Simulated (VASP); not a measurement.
SiC:

```
CELL_PARAMETERS angstrom
3.07536 0.00000 0.00000
-1.53768 2.66334 0.00000
0.00000 0.00000 5.04811
ATOMIC_POSITIONS crystal
Si 0.33333 0.66667 0.99959
Si 0.66667 0.33333 0.49959
C 0.33333 0.66667 0.37541
C 0.66667 0.33333 0.87541
```

Base run:

```yaml
Program: VASP 6.6.1
Functional: PBE
Potentials_or_basis: VASP PAW PBE potentials, release 64 (Si, C)
Cutoff: 520 eV
k_mesh: 9 × 9 × 4
Occupations: gaussian, width 0.01 eV
Spin: no spin polarisation
```

Its results: band gap on the k mesh 2.27 eV, indirect (least direct gap 4.01 eV); pressure 3.5 GPa.

Question: The run is repeated on the same cell with these changes: functional from PBE to r2SCAN. What comes out?

Answer: Band gap on the k mesh 2.66 eV, indirect (least direct gap 4.52 eV); pressure -0.2 GPa.

r2SCAN gives the wider gap, since meta-GGAs in the generalised Kohn-Sham scheme recover part of the derivative discontinuity.

Caveats: the PAW data sets were made with another functional, which shifts forces and pressure a little (some runs).

A k mesh can miss the band edges.
